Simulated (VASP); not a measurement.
Write the native input for VASP 6.6.1 that does the following.

```
Task                   : electric field gradients
Functional             : LDA
Potentials or basis    : VASP PAW LDA potentials, release 64 (Se)
Cutoff                 : 520 eV
k mesh                 : 6 × 6 × 5
Occupations            : fermi-dirac, width 0.03 eV
Spin                   : no spin polarisation
Dipole correction      : no
Further INCAR settings : ALGO = Normal; EDIFF = 1e-08; NBANDS = 16
```

The structure of Se lies in POSCAR:

```
Se
1.0
    4.3071900132      0.0000000000      0.0000000000
   -2.1535950066      3.7301359704      0.0000000000
    0.0000000000      0.0000000000      4.8866512526
Se
3
Direct
    0.2254000000      0.0000000000      0.3333333333
    0.0000000000      0.2254000000      0.6666666667
    0.7746000000      0.7746000000      0.0000000000
```

This cell differs from its parent crystal: volume scaled by 0.96.

These files were run (other wordings do the same):

INCAR

```
PREC     = Accurate       # precision mode
ENCUT    = 520            # plane-wave cutoff, eV
EDIFF    = 1E-8           # SCF threshold, eV
ISMEAR   = -1             # smearing method
SIGMA    = 0.03           # smearing width, eV
LREAL    = F              # projectors in reciprocal space
LASPH    = T              # aspherical terms in the spheres
NELM     = 60             # most SCF steps
ALGO     = Normal         # electronic algorithm
ISIF     = 2              # what is computed and relaxed
LWAVE    = F              # write WAVECAR
LCHARG   = F              # write CHGCAR
LEFG     = T            
NBANDS   = 16             # bands
```

KPOINTS

```
regular mesh
0
Gamma
  6 6 5
```

Potentials or basis: VASP PAW LDA potentials, release 64 (Se).

Launch:

```bash
$ cat potpaw_LDA.64/Se/POTCAR > POTCAR
$ mpirun -np 1 vasp_std > vasp.out
```

It gave:

The pressure is 1.4 GPa, the largest force is 0.705 eV/Å and the band gap on the k mesh is 1.16 eV, indirect (least direct gap 1.49 eV).

Caveat: without QUAD_EFG the Cq values of the log hold for a quadrupole moment of 1 mb, not for the nuclei.

It took 9.1 s on 1 thread of Intel(R) Xeon(R) 6975P-C (Granite Rapids), on a shared host, peak memory 0.16 GiB.
